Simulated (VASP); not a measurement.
Wanted: the native input for a VASP 6.6.1 run.

```yaml
Task: single point
Functional: PBE
Potentials_or_basis: VASP PAW PBE potentials, release 64 (Mo_sv)
Cutoff: 520 eV
k_mesh: 22 × 22 × 22
Occupations: gaussian, width 0.15 eV
Spin: no spin polarisation
Dipole_correction: no
Further_INCAR_settings: ALGO = Normal; EDIFF = 1e-07; NBANDS = 13
```

The structure of Mo lies in POSCAR:

```
Mo
1.0
   -1.5238700000      1.5238700000      1.5238700000
    1.5238700000     -1.5238700000      1.5238700000
    1.5238700000      1.5238700000     -1.5238700000
Mo
1
Direct
    0.0000000000      0.0000000000      0.0000000000
```

This cell differs from its parent crystal: strain -0.030 along x and y, -0.030 along z.

The input as run:

INCAR

```
SYSTEM = Mo
ALGO     = Normal         ! electronic algorithm
EDIFF    = 1E-7           ! SCF threshold, eV
ENCUT    = 520            ! plane-wave cutoff, eV
GGA      = PE             ! functional
ISIF     = 2              ! what is computed and relaxed
ISMEAR   = 0              ! smearing method
LASPH    = .True.         ! aspherical terms in the spheres
LCHARG   = .False.        ! write CHGCAR
LREAL    = .False.        ! projectors in reciprocal space
LWAVE    = .False.        ! write WAVECAR
NBANDS   = 13             ! bands
NELM     = 60             ! most SCF steps
PREC     = Accurate       ! precision mode
SIGMA    = 0.15           ! smearing width, eV
```

KPOINTS

```
k-points
0
Gamma
  22 22 22
  0 0 0
```

Potentials or basis: VASP PAW PBE potentials, release 64 (Mo_sv).

Run with:

```bash
$ cat potpaw_PBE.64/Mo_sv/POTCAR > POTCAR
$ mpirun -np 1 vasp_std > vasp.out
```

Results of the run:

| Quantity | Value |
| --- | --- |
| Pressure | 36.3 GPa |
| Band gap on the k mesh | zero (bands 7 and 8 overlap by 6.15 eV) |

Caveat: the cell differs from its parent crystal (strain -0.030 along x and y, -0.030 along z); the cell stands under pressure.

Run time: 57 s on 1 thread of Intel Xeon 8259CL, on a shared host, peak memory 0.17 GiB.
